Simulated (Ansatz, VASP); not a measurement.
## One calculation of Si, two programs

```
Si
1.0
    -5.47094    5.47094    5.47094
     0.00000   -2.73547    2.73547
     5.47094    2.73547    2.73547
Si
12
Direct
  0.29167 0.00000 0.16667
  0.29167 0.50000 0.66667
  0.62500 0.50000 0.00000
  0.62500 0.00000 0.50000
  0.95833 0.50000 0.33333
  0.95833 0.00000 0.83333
  0.04167 0.00000 0.16667
  0.04167 0.50000 0.66667
  0.37500 0.50000 0.00000
  0.37500 0.00000 0.50000
  0.70833 0.50000 0.33333
  0.70833 0.00000 0.83333
```

Alike in both runs: task single point; functional PBE; k mesh 3 × 7 × 4; occupations fermi-dirac, width 0.02 eV; no spin polarisation.

```csv
,VASP,Ansatz
version,VASP 6.6.1,Ansatz 0.2.0
potentials or method,"VASP PAW PBE potentials, release 64 (Si), cutoff 520 eV","all-electron LAPW, scalar-relativistic"
```

|  | VASP | Ansatz | Ansatz less VASP |
| --- | --- | --- | --- |
| pressure (GPa) | -0.1 | -0.1 | +0.06 |

Ansatz ran all-electron here, and VASP with PAW potentials.
